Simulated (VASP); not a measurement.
# GaN: G0W0 quasiparticle levels with PBEsol

Crystal: GaN.

```
CELL_PARAMETERS angstrom
0.00000 2.25350 2.25350
2.25350 0.00000 2.25350
2.25350 2.25350 0.00000
ATOMIC_POSITIONS crystal
Ga 0.00000 0.00000 0.00000
N 0.75000 0.75000 0.75000
```

```yaml
Program: VASP 6.6.1
Task: G0W0 quasiparticle levels
Functional: PBEsol
Potentials_or_basis: VASP PAW PBE potentials, release 64 (Ga_d_GW, N_GW)
Cutoff: 500 eV
k_mesh: 4 × 4 × 4
Occupations: gaussian, width 0.01 eV
Spin: no spin polarisation
Dipole_correction: no
GW_scheme: G0W0
GW_iterations: 1
Cutoff_of_the_response_function: 80
Frequency_points: 48
Empty_bands: 60
Further_INCAR_settings: ALGO = EVGW0; EDIFF = 1e-08; NBANDS = 69
```

The band gap on the k mesh, mean-field level is 1.67 eV, direct. The quasiparticle gap is 2.69 eV. The least direct quasiparticle gap is 2.69 eV.

Levels at points of the mesh, in eV from the valence-band top:
```
           k point  band 5  band 6  band 7  band 8  band 9  band 10  band 11  band 12  band 13
(0.00, 0.00, 0.00)  -13.18  -13.18    0.00    0.00    0.00     1.67    10.16    10.16    10.16
(0.50, 0.00, 0.00)  -13.14  -11.90   -7.14   -0.98   -0.98     4.54     8.62    10.21    10.21
(0.50, 0.50, 0.00)  -13.11  -11.45   -6.21   -2.75   -2.75     3.18     6.53    11.57    13.85
```

Run time: 25 s on 1 thread of Intel(R) Xeon(R) 6975P-C (Granite Rapids) (shared host), peak memory 0.21 GiB.

Caveat: the k points lie up to 0.60 Å⁻¹ apart; bands, screening cutoff and mesh are small and nothing is extrapolated, so the quasiparticle values aren't converged.
